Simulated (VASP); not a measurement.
Wanted: the native input for a VASP 6.6.1 run.

```
Task                   : relaxation of cell and atoms
Functional             : PBEsol
Potentials or basis    : VASP PAW PBE potentials, release 64 (Ti_sv, Co)
Cutoff                 : 600 eV
k mesh                 : 6 × 6 × 6
Occupations            : gaussian, width 0.1 eV
Spin                   : collinear spin, ferromagnetic start
Starting moments       : [0.0, 0.44] μB
Dipole correction      : no
Further INCAR settings : ALGO = Normal; EDIFF = 1e-06; IBRION = 2; EDIFFG = -0.05; NSW = 80; ISIF = 3
```

The structure of TiCo lies in POSCAR:

```
TiCo
1.0
    3.0004858175      0.0000000000      0.0000000000
    0.0000000000      3.0004858175      0.0000000000
    0.0000000000      0.0000000000      3.0004858175
Ti Co
1 1
Direct
    0.5000000000      0.5000000000      0.5000000000
    0.0000000000      0.0000000000      0.0000000000
```

The input as run:

INCAR

```
SYSTEM = TiCo
ALGO     = Normal         ! electronic algorithm
EDIFF    = 1E-6           ! SCF threshold, eV
EDIFFG   = -0.05          ! ionic threshold
ENCUT    = 600            ! plane-wave cutoff, eV
GGA      = PS             ! functional
IBRION   = 2              ! ionic algorithm
ISIF     = 3              ! what is computed and relaxed
ISMEAR   = 0              ! smearing method
ISPIN    = 2              ! spin polarisation
LASPH    = .TRUE.         ! aspherical terms in the spheres
LCHARG   = .FALSE.        ! write CHGCAR
LMAXMIX  = 4              ! l up to which the mixer works
LORBIT   = 11             ! projections on sites
LREAL    = .FALSE.        ! projectors in reciprocal space
LWAVE    = .FALSE.        ! write WAVECAR
MAGMOM   = 0 0.44         ! initial moments
NELM     = 150            ! most SCF steps
NSW      = 80             ! ionic steps
PREC     = Accurate       ! precision mode
SIGMA    = 0.1            ! smearing width, eV
```

KPOINTS

```
k-points
0
G
  6 6 6
  0 0 0
```

Potentials or basis: VASP PAW PBE potentials, release 64 (Ti_sv, Co).

Run with:

```bash
$ cat potpaw_PBE.64/Ti_sv/POTCAR potpaw_PBE.64/Co/POTCAR > POTCAR
$ mpirun -np 1 vasp_std > vasp.out
```

Results of the run:

```json
{
 "Relaxed volume": "12.63 Å³/atom",
 "Relaxed cell": "a = 2.934 Å, b = 2.934 Å, c = 2.934 Å, α = 90.00°, β = 90.00°, γ = 90.00°",
 "Space group after relaxing (to 0.05 Å)": "Pm-3m (No. 221)",
 "Energy gained by relaxing": "34.1 meV/atom",
 "Ionic steps": "3",
 "Pressure after relaxing": "-0.3 GPa",
 "Net moment": "0.00 μB per cell",
 "Valence electrons inside the program's atomic spheres": "Ti 10.35; Co 8.40"
}
```

Caveat: the PAW data sets were made with another functional, which shifts forces and pressure a little.

Run time: 26 s on 1 thread of Intel(R) Xeon(R) 6975P-C (Granite Rapids) (shared host), peak memory 0.16 GiB.
